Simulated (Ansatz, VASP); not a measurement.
## RbBr in VASP and in Ansatz

File POSCAR:

```
RbBr
1.0
    0.0000000000      3.8091327135      3.8694968646
    3.8091327135      0.0000000000      3.8694968646
    3.8091327135      3.8091327135      0.0000000000
Rb Br
1 1
Direct
    0.0000000000      0.0000000000      0.0000000000
    0.2500000000      0.2500000000      0.2500000000
```

The input INCAR.step1:

```
SYSTEM = RbBr
PREC = Accurate ; ENCUT = 520
EDIFF = 1E-5 ; ISMEAR = 0
SIGMA = 0.01 ; LREAL = .False.
LASPH = .True. ; NELM = 60
ALGO = Normal ; ISIF = 2
LWAVE = .True. ; LCHARG = .False.
GGA = PE ; NBANDS = 15
```

INCAR.step2

```
SYSTEM = RbBr
PREC = Accurate ; ENCUT = 520
EDIFF = 1E-6 ; ISMEAR = 0
SIGMA = 0.01 ; LREAL = .False.
LASPH = .True. ; NELM = 60
ALGO = Normal ; ISIF = 2
LWAVE = .False. ; LCHARG = .False.
GGA = PE ; LHFCALC = .True.
HFSCREEN = 0.2079 ; PRECFOCK = Normal
ISTART = 1 ; NBANDS = 15
```

File KPOINTS:

```
regular mesh
0
Gamma
  4 4 4
  0 0 0
```

Input for Ansatz:

```yaml
crystal:
  lattice:
    - [0.0, 3.8091327135, 3.8694968646]
    - [3.8091327135, 0.0, 3.8694968646]
    - [3.8091327135, 3.8091327135, 0.0]
  atoms:
    - { symbol: Rb, position: [0.0, 0.0, 0.0] }
    - { symbol: Br, position: [0.25, 0.25, 0.25] }
kpoints:
  mp_grid: { grid: [4, 4, 4] }
  band_path:
    path:
      - [0.0, 0.0, 0.0]
      - [-0.5, -0.5, 0.0]
      - [-0.375, -0.375, 0.25]
      - [-0.375, 0.0, 0.375]
      - [0.0, 0.0, 0.5]
      - [-0.5, -0.25, 0.25]
    npoints: 1
hamiltonian:
  xc: hse06
scf:
  occupations: { method: fixed }
  n_extra_bands: 4
output:
  forces: true
  stress: true
  eigenvalues: true
```

Change from the starting cell: biaxial_xy strain -1.6%.

Alike in both runs: task single point; functional HSE06; k mesh 4 × 4 × 4; no spin polarisation.

```csv
,VASP,Ansatz
version,VASP 6.6.1,Ansatz 0.2.0
potentials or method,"VASP PAW PBE potentials, release 64 (Rb_sv, Br)","plane waves, PAW"
plane-wave cutoff (eV),520,420
occupations,"gaussian, width 0.01 eV",fixed
valence electrons in the cell,16,16
```

Ansatz gave:

* gap on the k mesh at the Fermi level (eV): 5.21
* pressure (GPa): 0.4

Problem. What did VASP give for the same quantities?

Solution. gap on the k mesh at the Fermi level (eV): 5.22; pressure (GPa): 0.4.

Ansatz's warnings: stress exchange threshold loose, stress scf threshold loose.
